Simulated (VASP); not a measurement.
# Pt (Im-3m) in VASP: a series of runs

Runs on Pt. Level: r2SCAN. Tasks: relaxation of cell and atoms.

All numbers are computed with VASP 6.6.1; they aren't measurements. Logs are shortened: lines on timing, memory, paths and dates and some standing lists are left out, and cuts for length are marked.

## (1) The cell of the first run

Symmetry: Im-3m, No. 229, cubic system. The conventional cell has a = 3.168 Å, b = 3.168 Å, c = 3.168 Å, α = 90.00°, β = 90.00°, γ = 90.00°. Within 3.6 Å of Pt (site symmetry m-3m) lie 14 Pt at 2.74 to 3.17 Å.

## (2) Relaxation of cell and atoms, r2SCAN

POSCAR reads:

```
Pt
1.0
   -1.5842200000      1.5842200000      1.5842200000
    1.5842200000     -1.5842200000      1.5842200000
    1.5842200000      1.5842200000     -1.5842200000
Pt
1
Direct
    0.0000000000      0.0000000000      0.0000000000
```

INCAR.step1 reads:

```
ALGO = Normal
EDIFF = 1E-5
EDIFFG = -0.005
ENCUT = 550
GGA = PE
GGA_COMPAT = False
IBRION = 2
ISIF = 3
ISMEAR = -1
LASPH = True
LCHARG = False
LREAL = False
LWAVE = True
NELM = 120
NELMIN = 4
NSW = 100
PREC = Accurate
SIGMA = 0.1
```

INCAR.step2 reads:

```
ALGO = Normal
EDIFF = 1E-7
EDIFFG = -0.01
ENCUT = 550
GGA_COMPAT = False
IBRION = 2
ISIF = 3
ISMEAR = -1
ISTART = 1
LASPH = True
LCHARG = False
LMIXTAU = True
LREAL = False
LWAVE = False
METAGGA = R2SCAN
NELM = 120
NELMIN = 4
NSW = 80
PREC = Accurate
SIGMA = 0.1
```

KPOINTS reads:

```
k-points
0
Gamma
  15 15 15
```

Potentials or basis: VASP PAW PBE potentials, release 64 (Pt).

Run with:

```sh
cat potpaw_PBE.64/Pt/POTCAR > POTCAR
cp INCAR.step1 INCAR
mpirun -np 1 vasp_std > vasp.out
cp INCAR.step2 INCAR
mpirun -np 1 vasp_std > vasp.out
```

OUTCAR:

```text
EDIFF = 1E-7
   EDIFFG = -0.01
   ENCUT = 550
   IBRION = 2
   ISIF = 3
   ISMEAR = -1
   ISTART = 1
   LASPH = True
   LREAL = False
   METAGGA = R2SCAN
   NELM = 120
   NELMIN = 4
   NSW = 80
   PREC = Accurate

 ion  position               nearest neighbor table
   1  0.000  0.000  0.000-

  LATTYP: Found a body centered cubic cell.
 ALAT       =     3.1684400000

  Lattice vectors:

 A1 = (  -1.5842200000,   1.5842200000,   1.5842200000)
 A2 = (   1.5842200000,  -1.5842200000,   1.5842200000)
 A3 = (   1.5842200000,   1.5842200000,  -1.5842200000)

Analysis of symmetry for initial positions (statically):
=====================================================================
 Subroutine PRICEL returns:
 Original cell was already a primitive cell.

 Routine SETGRP: Setting up the symmetry group for a
 body centered cubic supercell.

 Subroutine GETGRP returns: Found 48 space group operations
[... 9 lines left out ...]

 Routine SETGRP: Setting up the symmetry group for a
 body centered cubic supercell.

 Subroutine GETGRP returns: Found 48 space group operations
[... 11 lines left out ...]
                                     Primitive cell

  volume of cell :      15.9040

  direct lattice vectors                    reciprocal lattice vectors
    -1.584220000  1.584220000  1.584220000     0.000000000  0.315612731  0.315612731
     1.584220000 -1.584220000  1.584220000     0.315612731  0.000000000  0.315612731
     1.584220000  1.584220000 -1.584220000     0.315612731  0.315612731  0.000000000

  length of vectors
     2.743949530  2.743949530  2.743949530     0.446343804  0.446343804  0.446343804

  position of ions in fractional coordinates (direct lattice)
     0.000000000  0.000000000  0.000000000

  ion indices of the primitive-cell ions
   primitive index   ion index
                 1           1

----------------------------------------------------------------------------------------

 KPOINTS: k-points

Automatic generation of k-mesh.
 Grid dimensions read from file:
 generate k-points for:   15   15   15

 Generating k-lattice:

  Cartesian coordinates                     Fractional coordinates (reciprocal lattice)
     0.000000000  0.021040849  0.021040849     0.066666667  0.000000000  0.000000000
     0.021040849  0.000000000  0.021040849     0.000000000  0.066666667  0.000000000
     0.021040849  0.021040849  0.000000000     0.000000000  0.000000000  0.066666667

  Length of vectors
     0.029756254  0.029756254  0.029756254

  Shift w.r.t. Gamma in fractional coordinates (k-lattice)
     0.000000000  0.000000000  0.000000000

 Subroutine IBZKPT returns following result:
 ===========================================

 Found    120 irreducible k-points:

 Following reciprocal coordinates:
            Coordinates               Weight
  0.000000  0.000000  0.000000      1.000000
  0.066667  0.000000  0.000000     12.000000
  0.133333  0.000000  0.000000     12.000000
  0.200000  0.000000  0.000000     12.000000
  0.266667  0.000000  0.000000     12.000000
  0.333333  0.000000  0.000000     12.000000
[... 16 lines left out ...]
  0.333333  0.200000  0.000000     48.000000
  0.400000  0.200000  0.000000     24.000000
 [... further k-points ...]
   k-points           NKPTS =    120   k-points in BZ     NKDIM =    120   number of bands    NBANDS=      9
   number of dos      NEDOS =    301   number of ions     NIONS =      1
   total plane-waves  NPLWV =  13824
   dimension x,y,z NGX =    24 NGY =   24 NGZ =   24
   dimension x,y,z NGXF=    48 NGYF=   48 NGZF=   48
   ions per type =               1
   NGX,Y,Z   is equivalent  to a cutoff of  14.54, 14.54, 14.54 a.u.
   NGXF,Y,Z  is equivalent  to a cutoff of  29.08, 29.08, 29.08 a.u.
 SYSTEM =  unknown system
   PREC   = accura    normal or accurate (medium, high low for compatibility)
   ISTART =      1    job   : 0-new  1-cont  2-samecut
   ICHARG =      0    charge: 1-file 2-atom 10-const
   ISPIN  =      1    spin polarized calculation?
   LNONCOLLINEAR =      F non collinear calculations
   LSORBIT =      F    spin-orbit coupling
   LASPH  =      T    aspherical Exc in radial PAW
   ENCUT  =  550.0 eV  40.42 Ry    6.36 a.u.   5.25  5.25  5.25*2*pi/ulx,y,z
   NELM   =    120;   NELMIN=  4; NELMDL=  0     # of ELM steps
   EDIFF  = 0.1E-06   stopping-criterion for ELM
   LREAL  =      F    real-space projection
   EDIFFG = -.1E-01   stopping-criterion for IOM
   NSW    =     80    number of steps for IOM
   IBRION =      2    ionic relax: 0-MD 1-quasi-New 2-CG
   NFREE  =      1    steps in history (QN), initial steepest desc. (CG)
   ISIF   =      3    stress and relaxation
   ISYM   =      2    0-nonsym 1-usesym 2-fastsym
   POTIM  = 0.5000    time-step for ionic-motion
   TEBEG  =    0.0;   TEEND  =   0.0 temperature during run
   PSTRESS=    0.0 pullay stress
   NELECT =      10.0000    total number of electrons
   NUPDOWN=      -1.0000    fix difference up-down
   EMIN   =  10.00;   EMAX   =-10.00  energy-range for DOS
   EFERMI =   0.00;   METHOD = LEGACY
   ISMEAR =    -1;   SIGMA  =   0.10  broadening in eV -4-tet -1-fermi 0-gaus
   EFERMI_NEDOS =   21; number of points for ismear=-14 and -15
   IALGO  =     38    algorithm
   IMIX   =      4    mixing-type and parameters
     AMIX     =   0.40;   BMIX     =  1.00
     AMIX_MAG =   1.60;   BMIX_MAG =  1.00
  volume/ion in A,a.u.               =      15.90       107.33
  Fermi-wavevector in a.u.,A,eV,Ry     =   1.402510  2.650360 26.763132  1.967035
  Thomas-Fermi vector in A             =   2.525265
   LORBIT       =      0    0 simple, 1 ext, 2 COOP (PROOUT), +10 PAW based schemes
   METAGGA = R2SCAN    functional components
   LHFCALC =     F    Hartree Fock is set to
   AEXX    =    0.0000 exact exchange contribution
   IVDW    =     0    specifies the selected vdW correction
   LEPSILON=     F    determine dielectric tensor
   LRPA    =     F    only Hartree local field effects (RPA)
 conjugate gradient relaxation of ions
 non-spin polarized calculation
  energy-cutoff  :      550.00
  volume of cell :       15.90
 maximum number of plane-waves:       478
 NGX is ok and might be reduce to    24
   NGX = 11   NGY = 11   NGZ = 11

--------------------------------------- Ionic step        1  -------------------------------------------

 number of electron       9.9999999 magnetization

 Free energy of the ion-electron system (eV)
  ---------------------------------------------------
  ext. energy  EPLUGINS =         0.00000000
  ---------------------------------------------------
  free energy    TOTEN  =       -51.42176934 eV

  energy without entropy =      -51.39625926  energy(sigma->0) =      -51.40901430

 E-fermi :   9.8593     XC(G=0): -14.2275

 val. band max:        9.8413559428   @ k =  -0.4000   0.4000   0.3333
 cond. band min:       9.9021091504   @ k =   0.4667   0.0667  -0.0000
 fundamental gap:      0.0607532075
 Fermi energy:         9.8593457186

 k-point     1 :       0.0000    0.0000    0.0000
  band No.  band energies     occupation
      1       0.1792      2.00000
      2       6.2708      2.00000
      3       6.2708      2.00000
      4       6.2708      2.00000
      5       8.7458      1.99997
      6       8.7458      1.99997
      7      27.9352      0.00000
      8      27.9352      0.00000
      9      27.9352      0.00000

 k-point     2 :       0.0667    0.0000    0.0000
  band No.  band energies     occupation
      1       0.3664      2.00000
      2       6.1989      2.00000
      3       6.2719      2.00000
      4       6.4200      2.00000
      5       8.6548      1.99999
      6       8.7504      1.99997
      7      28.0173      0.00000
      8      28.0648      0.00000
      9      28.2060      0.00000

 k-point     3 :       0.1333    0.0000    0.0000
  band No.  band energies     occupation
      1       0.9045      2.00000
      2       6.0010      2.00000
      3       6.2617      2.00000
      4       6.8576      2.00000
      5       8.4588      2.00000
      6       8.7672      1.99996
      7      28.0701      0.00000
      8      28.0777      0.00000
      9      28.9904      0.00000
[... 335 lines left out ...]
 VOLUME and BASIS-vectors are now :
 -----------------------------------------------------------------------------
  energy-cutoff  :      550.00
  volume of cell :       15.52
      direct lattice vectors                 reciprocal lattice vectors
    -1.571447780  1.571447780  1.571447780     0.000000000  0.318177929  0.318177929
     1.571447780 -1.571447780  1.571447780     0.318177929  0.000000000  0.318177929
     1.571447780  1.571447780 -1.571447780     0.318177929  0.318177929  0.000000000

 POSITION                                       TOTAL-FORCE (eV/Angst)
 -----------------------------------------------------------------------------------
      0.00000      0.00000     -0.00000         0.000000      0.000000     -0.000000
 -----------------------------------------------------------------------------------
    total drift:                                0.000000      0.000000     -0.000000

  FREE ENERGIE OF THE ION-ELECTRON SYSTEM (eV)
  ---------------------------------------------------
  free  energy   TOTEN  =       -51.4293118706 eV

  energy  without entropy=      -51.4049585713  energy(sigma->0) =      -51.41713522

--------------------------------------- Ionic step        4  -------------------------------------------

 number of electron      10.0000001 magnetization

 Free energy of the ion-electron system (eV)
  ---------------------------------------------------
  ext. energy  EPLUGINS =         0.00000000
  ---------------------------------------------------
  free energy    TOTEN  =       -51.42931563 eV

  energy without entropy =      -51.40498463  energy(sigma->0) =      -51.41715013

 E-fermi :  10.2997     XC(G=0): -14.4038

 val. band max:       10.2853710638   @ k =  -0.4000   0.4000   0.3333
 cond. band min:      10.3184920774   @ k =   0.4667   0.0667  -0.0000
 fundamental gap:      0.0331210136
 Fermi energy:        10.2996846899

 k-point     1 :       0.0000    0.0000    0.0000
  band No.  band energies     occupation
      1       0.3522      2.00000
      2       6.5738      2.00000
      3       6.5738      2.00000
      4       6.5738      2.00000
      5       9.1435      1.99998
      6       9.1435      1.99998
      7      28.3711      0.00000
      8      28.3711      0.00000
      9      28.3711      0.00000

 k-point     2 :       0.0667    0.0000    0.0000
  band No.  band energies     occupation
      1       0.5440      2.00000
      2       6.4986      2.00000
      3       6.5744      2.00000
      4       6.7286      2.00000
      5       9.0476      1.99999
      6       9.1483      1.99998
      7      28.4596      0.00000
      8      28.5226      0.00000
      9      28.6520      0.00000

 k-point     3 :       0.1333    0.0000    0.0000
  band No.  band energies     occupation
      1       1.0946      2.00000
      2       6.2919      2.00000
      3       6.5620      2.00000
      4       7.1825      2.00000
      5       8.8418      2.00000
      6       9.1659      1.99998
      7      28.5339      0.00000
      8      28.6084      0.00000
      9      29.4659      0.00000
[... 265 lines left out ...]
 VOLUME and BASIS-vectors are now :
 -----------------------------------------------------------------------------
  energy-cutoff  :      550.00
  volume of cell :       15.51
      direct lattice vectors                 reciprocal lattice vectors
    -1.571192335  1.571192335  1.571192335     0.000000000  0.318229658  0.318229658
     1.571192335 -1.571192335  1.571192335     0.318229658  0.000000000  0.318229658
     1.571192335  1.571192335 -1.571192335     0.318229658  0.318229658  0.000000000

 POSITION                                       TOTAL-FORCE (eV/Angst)
 -----------------------------------------------------------------------------------
      1.57119     -1.57119      1.57119        -0.000000      0.000000      0.000000
 -----------------------------------------------------------------------------------
    total drift:                                0.000000     -0.000000      0.000000

  FREE ENERGIE OF THE ION-ELECTRON SYSTEM (eV)
  ---------------------------------------------------
  free  energy   TOTEN  =       -51.4293156287 eV

  energy  without entropy=      -51.4049846289  energy(sigma->0) =      -51.41715013

 reached required accuracy - stopping structural energy minimisation
```

It took 2.9 min on 1 thread of Intel Xeon Platinum 8488C (Sapphire Rapids), shared host; peak memory 0.17 GiB.

Results:

```
Free energy                            : -51.4293 eV
Relaxed volume                         : 15.51 Å³/atom
Relaxed cell                           : a = 2.721 Å, b = 2.721 Å, c = 2.721 Å, α = 109.47°, β = 109.47°, γ = 109.47°
Space group after relaxing (to 0.05 Å) : Im-3m (No. 229)
Energy gained by relaxing              : 7.5 meV/atom
Ionic steps                            : 4
Pressure after relaxing                : 0.0 GPa
Band gap on the k mesh                 : zero (band 5 reaches 11.32 eV, above the bottom of band 6 at 8.99 eV)
```

Step by step:
```csv
step,energy change (eV),largest force (eV/Å),pressure (GPa),volume (Å³)
1,0.0000,0.0000,-6.01,15.90
2,0.0457,0.0000,19.37,14.57
3,-0.0075,0.0000,-0.12,15.52
4,-0.0075,0.0000,0.01,15.51
```

Final structure:
```cif
data_structure
_symmetry_space_group_name_H-M 'P 1'
_symmetry_Int_Tables_number 1
_cell_length_a 2.7214
_cell_length_b 2.7214
_cell_length_c 2.7214
_cell_angle_alpha 109.471
_cell_angle_beta 109.471
_cell_angle_gamma 109.471
_cell_volume 15.51
loop_
_atom_site_label
_atom_site_type_symbol
_atom_site_fract_x
_atom_site_fract_y
_atom_site_fract_z
_atom_site_occupancy
Pt1 Pt 0.00000 0.00000 0.00000 1
```

Levels at points of the mesh, in eV from the Fermi level:
```tsv
k point	band 1	band 2	band 3	band 4	band 5	band 6	band 7	band 8	band 9
(0.00, 0.00, 0.00)	-9.95	-3.73	-3.73	-3.73	-1.16	-1.16	18.07	18.07	18.07
```

Caveat: the PAW data sets were made with another functional, which shifts forces and pressure a little; spin-orbit coupling is left out, which moves the levels of the heavy elements.

## (3) Relaxation of cell and atoms, r2SCAN, target pressure 5 GPa, at which the enthalpy is minimised

POSCAR is that of step 2.

INCAR.step1 reads:

```
SYSTEM = Pt
  ALGO = Normal
  EDIFF = 1E-5
  EDIFFG = -0.005
  ENCUT = 550
  GGA = PE
  GGA_COMPAT = .FALSE.
  IBRION = 2
  ISIF = 3
  ISMEAR = -1
  LASPH = .TRUE.
  LCHARG = .FALSE.
  LREAL = .FALSE.
  LWAVE = .TRUE.
  NELM = 120
  NELMIN = 4
  NSW = 100
  PREC = Accurate
  SIGMA = 0.1
```

INCAR.step2 reads:

```
SYSTEM = Pt
  ALGO = Normal
  EDIFF = 1E-7
  EDIFFG = -0.01
  ENCUT = 550
  GGA_COMPAT = .FALSE.
  IBRION = 2
  ISIF = 3
  ISMEAR = -1
  ISTART = 1
  LASPH = .TRUE.
  LCHARG = .FALSE.
  LMIXTAU = .TRUE.
  LREAL = .FALSE.
  LWAVE = .FALSE.
  METAGGA = R2SCAN
  NELM = 120
  NELMIN = 4
  NSW = 80
  PREC = Accurate
  PSTRESS = 50.0
  SIGMA = 0.1
```

KPOINTS reads:

```
k-points
0
G
  15 15 15
  0 0 0
```

Potentials or basis: VASP PAW PBE potentials, release 64 (Pt).

Run with:

```sh
cat potpaw_PBE.64/Pt/POTCAR > POTCAR
cp INCAR.step1 INCAR
mpirun -np 1 vasp_std > vasp.out
cp INCAR.step2 INCAR
mpirun -np 1 vasp_std > vasp.out
```

Wall time 2.7 min (1 thread of Intel Xeon Platinum 8488C (Sapphire Rapids), shared host); peak memory 0.17 GiB.

The run converged. Its results:

| Item | Value |
| --- | --- |
| Free energy | -51.4252 eV |
| Relaxed volume | 15.24 Å³/atom |
| Relaxed cell | a = 2.705 Å, b = 2.705 Å, c = 2.705 Å, α = 109.47°, β = 109.47°, γ = 109.47° |
| Space group after relaxing (to 0.05 Å) | Im-3m (No. 229) |
| Energy change on relaxing (the enthalpy is what falls) | -3.4 meV/atom |
| Ionic steps | 4 |
| Pressure after relaxing | 4.9 GPa |
| Band gap on the k mesh | zero (band 5 reaches 11.68 eV, above the bottom of band 6 at 9.28 eV) |

Step by step:
```
step  energy change (eV)  largest force (eV/Å)  pressure (GPa)  volume (Å³)
   1              0.0000                0.0000           -6.01        15.90
   2              0.2719                0.0000           52.00        13.52
   3             -0.0041                0.0000            4.48        15.26
   4             -0.0034                0.0000            4.90        15.24
```

Final structure:
```
Pt
1.0
    -1.56183    1.56183    1.56183
     1.56183   -1.56183    1.56183
     1.56183    1.56183   -1.56183
Pt
1
Direct
  0.00000 0.00000 0.00000
```

Levels at points of the mesh, in eV from the Fermi level:
```
           k point  band 2  band 3  band 4  band 5  band 6  band 7  band 8  band 9
(0.00, 0.00, 0.00)   -3.83   -3.83   -3.83   -1.19   -1.19   18.06   18.06   18.06
```

Caveat: the cell is relaxed towards a set pressure, so the enthalpy falls and the energy may rise; the PAW data sets were made with another functional, which shifts forces and pressure a little; spin-orbit coupling is left out, which moves the levels of the heavy elements.

[end of part 1 of 2]
